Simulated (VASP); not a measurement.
Here is a VASP 6.6.1 calculation.

File INCAR:

```
SYSTEM = K2BrCl
  PREC = Accurate
  ENCUT = 520
  EDIFF = 1E-6
  ISMEAR = 0
  SIGMA = 0.05
  LREAL = .FALSE.
  LASPH = .TRUE.
  NELM = 80
  ALGO = Normal
  ISIF = 2
  LWAVE = .FALSE.
  LCHARG = .FALSE.
  GGA = PS
  NBANDS = 24
```

The input KPOINTS:

```
Automatic mesh
0
G
  6 6 6
  0 0 0
```

File POSCAR:

```
K2BrCl
1.0
    2.3449101311      1.3538344954      7.0627172483
   -2.3449101311      1.3538344954      7.0627172483
    0.0000000000     -2.7076689908      7.0627172483
K Br Cl
2 1 1
Direct
    0.7461906900      0.7461906900      0.7461906900
    0.2538093100      0.2538093100      0.2538093100
    0.5000000000      0.5000000000      0.5000000000
    0.0000000000      0.0000000000      0.0000000000
```

Potentials or basis: VASP PAW PBE potentials, release 64 (K_sv, Br, Cl).

Command:

```sh
$ cat potpaw_PBE.64/K_sv/POTCAR potpaw_PBE.64/Br/POTCAR potpaw_PBE.64/Cl/POTCAR > POTCAR
$ mpirun -np 1 vasp_std > vasp.out
```

What does it give for the largest force?

0.019 eV/Å.

Estimate the pressure.

-0.4 GPa.

Stress tensor (GPa, compression positive):
```
-0.72  0.00  0.00
 0.00 -0.72  0.00
 0.00  0.00  0.10
```

Caveat: the PAW data sets were made with another functional, which shifts forces and pressure a little.
